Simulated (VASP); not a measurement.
# Be: single point with PBEsol

The system is Be.

```
CELL_PARAMETERS angstrom
-1.23432 1.23432 1.21553
1.23432 -1.23432 1.21553
1.23432 1.23432 -1.21553
ATOMIC_POSITIONS crystal
Be 0.00000 0.00000 0.00000
```

This cell differs from its parent crystal: strain -0.015 along x and y, -0.030 along z.

| Property | Result |
| --- | --- |
| Program | VASP 6.6.1 |
| Task | single point |
| Functional | PBEsol |
| Potentials or basis | VASP PAW PBE potentials, release 64 (Be) |
| Cutoff | 520 eV |
| k mesh | 26 × 26 × 26 |
| Occupations | gaussian, width 0.15 eV |
| Spin | no spin polarisation |

```json
{
 "Pressure": "6.4 GPa",
 "Band gap on the k mesh": "zero (bands 1 and 2 overlap by 5.29 eV)"
}
```

Stress tensor (GPa, compression positive):
```
5.66 0.00 0.00
0.00 5.66 0.00
0.00 0.00 7.99
```

Levels at points of the mesh, in eV from the Fermi level:
```tsv
k point	band 1	band 2	band 3	band 4	band 5
(0.00, 0.00, 0.00)	-12.58	20.29	20.29	20.44	31.47
(0.50, 0.00, 0.00)	-5.42	0.66	12.73	16.00	20.97
(0.50, 0.50, 0.00)	-5.55	0.46	13.10	16.52	21.56
(0.50, 0.50, 0.50)	3.95	3.95	4.58	9.92	10.31
```

It took 9.3 s on 1 thread of Intel(R) Xeon(R) 6975P-C (Granite Rapids), on a shared host, peak memory 0.16 GiB.

Caveat: the cell differs from its parent crystal (strain -0.015 along x and y, -0.030 along z); the cell stands under pressure; the PAW data sets were made with another functional, which shifts forces and pressure a little.
